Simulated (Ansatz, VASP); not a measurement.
# Mo: VASP beside Ansatz

File INCAR:

```
SYSTEM = Mo
PREC     = Accurate       ! precision mode
ENCUT    = 600            ! plane-wave cutoff, eV
EDIFF    = 1E-7           ! SCF threshold, eV
ISMEAR   = 0              ! smearing method
SIGMA    = 0.1            ! smearing width, eV
LREAL    = .FALSE.        ! projectors in reciprocal space
LASPH    = .TRUE.         ! aspherical terms in the spheres
NELM     = 60             ! most SCF steps
ALGO     = Fast           ! electronic algorithm
ISIF     = 3              ! what is computed and relaxed
LWAVE    = .FALSE.        ! write WAVECAR
LCHARG   = .FALSE.        ! write CHGCAR
GGA      = PS             ! functional
IBRION   = 2              ! ionic algorithm
NSW      = 65             ! ionic steps
EDIFFG   = -0.01          ! ionic threshold
```

The input KPOINTS:

```
regular mesh
0
G
  18 18 5
  0 0 0
```

POSCAR

```
Mo
1.0
    2.7300657465      0.0000000000      0.0000000000
   -1.3650328733      2.3643062905      0.0000000000
    0.0000000000      0.0000000000      9.6778257109
Mo
4
Direct
    0.0000000000      0.0000000000      0.0000000000
    0.3333333333      0.6666666667      0.2500000000
    0.0000000000      0.0000000000      0.5000000000
    0.6666666667      0.3333333333      0.7500000000
```

Input for Ansatz:

```yaml
crystal:
  lattice:
    - [2.7299939019, 0.0, 0.0]
    - [-1.364996951, 2.3642440712, 0.0]
    - [0.0, 0.0, 9.6788685923]
  atoms:
    - { symbol: Mo, position: [0.0, 0.0, 0.0] }
    - { symbol: Mo, position: [0.3333333333, 0.6666666667, 0.25] }
    - { symbol: Mo, position: [0.0, 0.0, 0.5] }
    - { symbol: Mo, position: [0.6666666667, 0.3333333333, 0.75] }
basis:
  ecutwfc: 420
kpoints:
  mp_grid: { grid: [18, 18, 5] }
hamiltonian:
  xc: pbesol
scf:
  occupations: { method: gaussian, width: 0.1 }
output:
  forces: true
  stress: true
  eigenvalues: true
  populations: true
relax:
  adjacent_minimum: "off"
  f_tol: 0.01
  max_steps: 45
  cell: { stress_tol: 0.05 }
```

Alike in both runs: task relaxation of cell and atoms; functional PBEsol; k mesh 18 × 18 × 5; occupations gaussian, width 0.1 eV; no spin polarisation.

```csv
,VASP,Ansatz
version,VASP 6.6.1,Ansatz 0.2.0
potentials or method,"VASP PAW PBE potentials, release 64 (Mo_sv), cutoff 600 eV","scalar-relativistic, plane waves, PAW"
valence electrons in the cell,56,56
```

```tsv
	VASP	Ansatz	Ansatz less VASP
gap on the k mesh at the Fermi level, each at its own relaxed structure (eV)	none	none	-
relaxed volume (Å³/atom)	15.60	15.58	-0.024
relaxed cell length with the largest relative difference (Å)	9.567	9.562	-0.0052
```

VASP's potentials were made for PBE, not for PBEsol. A gap of «none» marks a metal or a gap that the smearing closes.
